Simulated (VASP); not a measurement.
# La (P6_3/mmc) in VASP: single point with LDA

Aim: the single point of La with LDA.

Everything below comes from runs of VASP 6.6.1. Logs are shortened: lines on timing, memory, paths and dates and some standing lists are left out, and cuts for length are marked.

## 1. The cell of the first run

The structure is hexagonal, space group P6_3/mmc (No. 194). The conventional cell has a = 3.578 Å, b = 3.578 Å, c = 5.902 Å, α = 90.00°, β = 90.00°, γ = 120.00°. La (site symmetry -6m2) has 12 La at 3.58 to 3.60 Å within 4.7 Å.

## 2. Single point, LDA

INCAR

```
PREC = Accurate
ENCUT = 520
EDIFF = 1E-7
ISMEAR = -1
SIGMA = 0.05
LREAL = False
LASPH = True
NELM = 80
ALGO = Normal
ISIF = 2
LWAVE = False
LCHARG = True
GGA = CA
LELF = True
LVHAR = True
NBANDS = 18
```

KPOINTS

```
regular mesh
0
Gamma
  13 13 7
```

POSCAR

```
La
1.0
    3.5777324938      0.0000000000      0.0000000000
   -1.7888662469      3.0984072276      0.0000000000
    0.0000000000      0.0000000000      5.9018088352
La
2
Direct
    0.3333333333      0.6666666667      0.2500000000
    0.6666666667      0.3333333333      0.7500000000
```

Potentials or basis: VASP PAW LDA potentials, release 64 (La).

Launch:

```
cat potpaw_LDA.64/La/POTCAR > POTCAR
mpirun -np 1 vasp_std > vasp.out
```

OUTCAR:

```text
PREC = Accurate
   ENCUT = 520
   EDIFF = 1E-7
   ISMEAR = -1
   LREAL = False
   LASPH = True
   NELM = 80
   ISIF = 2
   GGA = CA

 ion  position               nearest neighbor table
   1  0.333  0.667  0.250-   2 3.60   2 3.60   2 3.60   2 3.60   2 3.60   2 3.60
   2  0.667  0.333  0.750-   1 3.60   1 3.60   1 3.60   1 3.60   1 3.60   1 3.60

  LATTYP: Found a hexagonal cell.
 ALAT       =     3.5777324938
 C/A-ratio  =     1.6495947770

  Lattice vectors:

 A1 = (   3.5777324938,   0.0000000000,   0.0000000000)
 A2 = (  -1.7888662469,   3.0984072276,   0.0000000000)
 A3 = (   0.0000000000,   0.0000000000,   5.9018088352)

Analysis of symmetry for initial positions (statically):
=====================================================================
 Subroutine PRICEL returns:
 Original cell was already a primitive cell.

 Routine SETGRP: Setting up the symmetry group for a
 hexagonal supercell.

 Subroutine GETGRP returns: Found 24 space group operations
 (whereof 12 operations were pure point group operations)
 out of a pool of 24 trial point group operations.

The static configuration has the point symmetry D_3d.
 The point group associated with its full space group is D_6h.

Analysis of symmetry for dynamics (positions and initial velocities):
=====================================================================
 Subroutine PRICEL returns:
 Original cell was already a primitive cell.

 Routine SETGRP: Setting up the symmetry group for a
 hexagonal supercell.

 Subroutine GETGRP returns: Found 24 space group operations
 (whereof 12 operations were pure point group operations)
 out of a pool of 24 trial point group operations.

The dynamic configuration has the point symmetry D_3d.
 The point group associated with its full space group is D_6h.

 Subroutine INISYM returns: Found 24 space group operations
 (whereof 12 operations are pure point group operations),
 and found     1 'primitive' translations

----------------------------------------------------------------------------------------

                                     Primitive cell

  volume of cell :      65.4232

  direct lattice vectors                    reciprocal lattice vectors
     3.577732494  0.000000000  0.000000000     0.279506643  0.161373236  0.000000000
    -1.788866247  3.098407228  0.000000000     0.000000000  0.322746472  0.000000000
     0.000000000  0.000000000  5.901808835     0.000000000  0.000000000  0.169439578

  length of vectors
     3.577732494  3.577732494  5.901808835     0.322746472  0.322746472  0.169439578

  position of ions in fractional coordinates (direct lattice)
     0.333333333  0.666666667  0.250000000
     0.666666667  0.333333333  0.750000000

  ion indices of the primitive-cell ions
   primitive index   ion index
                 1           1
                 2           2

----------------------------------------------------------------------------------------

 KPOINTS: regular mesh

Automatic generation of k-mesh.
 Grid dimensions read from file:
 generate k-points for:   13   13    7

 Generating k-lattice:

  Cartesian coordinates                     Fractional coordinates (reciprocal lattice)
     0.021500511  0.012413326  0.000000000     0.076923077 -0.000000000  0.000000000
     0.000000000  0.024826652  0.000000000     0.000000000  0.076923077  0.000000000
     0.000000000  0.000000000  0.024205654     0.000000000  0.000000000  0.142857143

  Length of vectors
     0.024826652  0.024826652  0.024205654

  Shift w.r.t. Gamma in fractional coordinates (k-lattice)
     0.000000000  0.000000000  0.000000000

 Subroutine IBZKPT returns following result:
 ===========================================

 Found     84 irreducible k-points:

 Following reciprocal coordinates:
            Coordinates               Weight
  0.000000  0.000000  0.000000      1.000000
  0.076923  0.000000  0.000000      6.000000
  0.153846  0.000000  0.000000      6.000000
  0.230769  0.000000  0.000000      6.000000
  0.307692  0.000000  0.000000      6.000000
  0.384615  0.000000  0.000000      6.000000
[... 16 lines left out ...]
  0.076923  0.000000  0.142857     12.000000
  0.153846  0.000000  0.142857     12.000000
 [... further k-points ...]
   k-points           NKPTS =     84   k-points in BZ     NKDIM =     84   number of bands    NBANDS=     18
   number of dos      NEDOS =    301   number of ions     NIONS =      2
   total plane-waves  NPLWV =  37632
   dimension x,y,z NGX =    28 NGY =   28 NGZ =   48
   dimension x,y,z NGXF=    56 NGYF=   56 NGZF=   96
   ions per type =               2
   NGX,Y,Z   is equivalent  to a cutoff of  13.01, 13.01, 13.52 a.u.
   NGXF,Y,Z  is equivalent  to a cutoff of  26.02, 26.02, 27.04 a.u.
 SYSTEM =  unknown system
   PREC   = accura    normal or accurate (medium, high low for compatibility)
   ISTART =      0    job   : 0-new  1-cont  2-samecut
   ICHARG =      2    charge: 1-file 2-atom 10-const
   ISPIN  =      1    spin polarized calculation?
   LNONCOLLINEAR =      F non collinear calculations
   LSORBIT =      F    spin-orbit coupling
   LASPH  =      T    aspherical Exc in radial PAW
   ENCUT  =  520.0 eV  38.22 Ry    6.18 a.u.   6.65  6.65 10.97*2*pi/ulx,y,z
   NELM   =     80;   NELMIN=  2; NELMDL= -5     # of ELM steps
   EDIFF  = 0.1E-06   stopping-criterion for ELM
   LREAL  =      F    real-space projection
   EDIFFG = 0.1E-05   stopping-criterion for IOM
   NSW    =      0    number of steps for IOM
   IBRION =     -1    ionic relax: 0-MD 1-quasi-New 2-CG
   NFREE  =      0    steps in history (QN), initial steepest desc. (CG)
   ISIF   =      2    stress and relaxation
   ISYM   =      2    0-nonsym 1-usesym 2-fastsym
   POTIM  = 0.5000    time-step for ionic-motion
   TEBEG  =    0.0;   TEEND  =   0.0 temperature during run
   PSTRESS=    0.0 pullay stress
   NELECT =      22.0000    total number of electrons
   NUPDOWN=      -1.0000    fix difference up-down
   EMIN   =  10.00;   EMAX   =-10.00  energy-range for DOS
   EFERMI =   0.00;   METHOD = LEGACY
   ISMEAR =    -1;   SIGMA  =   0.05  broadening in eV -4-tet -1-fermi 0-gaus
   EFERMI_NEDOS =   21; number of points for ismear=-14 and -15
   IALGO  =     38    algorithm
   IMIX   =      4    mixing-type and parameters
     AMIX     =   0.40;   BMIX     =  1.00
     AMIX_MAG =   1.60;   BMIX_MAG =  1.00
  volume/ion in A,a.u.               =      32.71       220.75
  Fermi-wavevector in a.u.,A,eV,Ry     =   1.138427  2.151315 17.633372  1.296016
  Thomas-Fermi vector in A             =   2.275132
   LORBIT       =      0    0 simple, 1 ext, 2 COOP (PROOUT), +10 PAW based schemes
   GGA     = CA    functional components
   LHFCALC =     F    Hartree Fock is set to
   AEXX    =    0.0000 exact exchange contribution
   IVDW    =     0    specifies the selected vdW correction
   LEPSILON=     F    determine dielectric tensor
   LRPA    =     F    only Hartree local field effects (RPA)
 non-spin polarized calculation
  energy-cutoff  :      520.00
  volume of cell :       65.42
 maximum number of plane-waves:      1798
 NGX is ok and might be reduce to    28
   NGX = 13   NGY = 13   NGZ = 21

 number of electron      21.9999999 magnetization

 Free energy of the ion-electron system (eV)
  ---------------------------------------------------
  ext. energy  EPLUGINS =         0.00000000
  ---------------------------------------------------
  free energy    TOTEN  =       -11.10237187 eV

  energy without entropy =      -11.07436388  energy(sigma->0) =      -11.08836787

 E-fermi :   8.9182     XC(G=0): -10.2898

 val. band max:        8.8960720432   @ k =   0.3846   0.2308   0.0000
 cond. band min:       8.9235079677   @ k =   0.2308   0.2308   0.0000
 fundamental gap:      0.0274359245
 Fermi energy:         8.9182349460

 k-point     1 :       0.0000    0.0000    0.0000
  band No.  band energies     occupation
      1     -23.6861      2.00000
      2     -23.3734      2.00000
      3      -8.3408      2.00000
      4      -6.5911      2.00000
      5      -6.5911      2.00000
      6      -6.3704      2.00000
[... 10 lines left out ...]
     17      10.7230      0.00000
     18      10.7997      0.00000

 k-point     2 :       0.0769    0.0000    0.0000
  band No.  band energies     occupation
      1     -23.6700      2.00000
      2     -23.3647      2.00000
      3      -8.3059      2.00000
      4      -6.6950      2.00000
      5      -6.6223      2.00000
      6      -6.4547      2.00000
[... 10 lines left out ...]
     17      10.7242      0.00000
     18      10.7458      0.00000

 k-point     3 :       0.1538    0.0000    0.0000
  band No.  band energies     occupation
      1     -23.6245      2.00000
      2     -23.3412      2.00000
      3      -8.2042      2.00000
      4      -6.9750      2.00000
      5      -6.7320      2.00000
      6      -6.7043      2.00000
[... 10 lines left out ...]
     17      10.6423      0.00000
     18      10.7876      0.00000

 k-point     4 :       0.2308    0.0000    0.0000
  band No.  band energies     occupation
      1     -23.5572      2.00000
      2     -23.3096      2.00000
      3      -8.0463      2.00000
      4      -7.3519      2.00000
      5      -7.0934      2.00000
      6      -6.8123      2.00000
[... 375 lines left out ...]
      4      -6.5794      2.00000
      5      -6.5794      2.00000
      6      -6.4857      2.00000
[... 10 lines left out ...]
     17      10.7258      0.00000
     18      10.8284      0.00000

 k-point    23 :       0.0769    0.0000    0.1429
  band No.  band energies     occupation
      1     -23.6556      2.00000
      2     -23.3806      2.00000
      3      -8.2246      2.00000
      4      -6.6814      2.00000
      5      -6.6097      2.00000
      6      -6.5495      2.00000
[... 10 lines left out ...]
     17      10.6953      0.00000
     18      10.7627      0.00000

 k-point    24 :       0.1538    0.0000    0.1429
  band No.  band energies     occupation
      1     -23.6110      2.00000
      2     -23.3558      2.00000
      3      -8.1352      2.00000
      4      -6.9558      2.00000
      5      -6.7966      2.00000
      6      -6.6898      2.00000
[... 10 lines left out ...]
     17      10.7442      0.00000
     18      10.7963      0.00000

 [... further k-points ...]

------------------------ aborting loop because EDIFF is reached ----------------------------------------

  FORCE on cell =-STRESS in cart. coord.  units (eV):
  Direction    XX          YY          ZZ          XY          YZ          ZX
  --------------------------------------------------------------------------------------
  -------------------------------------------------------------------------------------
  Total       -0.0587308     -0.0587308     -0.0456668      0.0000000     -0.0000000     -0.0000000
  in kB       -1.4382852     -1.4382852     -1.1183551      0.0000000     -0.0000000     -0.0000000
  external PRESSURE =      -1.3316418 kB  Pullay stress =       0.0000000 kB

 VOLUME and BASIS-vectors are now :
 -----------------------------------------------------------------------------
  energy-cutoff  :      520.00
  volume of cell :       65.42
      direct lattice vectors                 reciprocal lattice vectors
     3.577732494  0.000000000  0.000000000     0.279506643  0.161373236  0.000000000
    -1.788866247  3.098407228  0.000000000     0.000000000  0.322746472  0.000000000
     0.000000000  0.000000000  5.901808835     0.000000000  0.000000000  0.169439578

 POSITION                                       TOTAL-FORCE (eV/Angst)
 -----------------------------------------------------------------------------------
     -0.00000      2.06560      1.47545         0.000000     -0.000000      0.000000
      1.78887      1.03280      4.42636        -0.000000      0.000000      0.000000
 -----------------------------------------------------------------------------------
    total drift:                                0.000000     -0.000000      0.000000

  FREE ENERGIE OF THE ION-ELECTRON SYSTEM (eV)
  ---------------------------------------------------
  free  energy   TOTEN  =       -11.1023718683 eV

  energy  without entropy=      -11.0743638782  energy(sigma->0) =      -11.08836787
```

Wall time 45 s (1 thread of Intel Xeon 6975P-C (Granite Rapids), shared host); peak memory 0.23 GiB.

What came out:

```
Free energy            : -11.1024 eV
Pressure               : -0.1 GPa
Band gap on the k mesh : zero (band 11 reaches 9.91 eV, above the bottom of band 12 at 8.49 eV)
```

Caveat: spin-orbit coupling is left out, which moves the levels of the heavy elements.
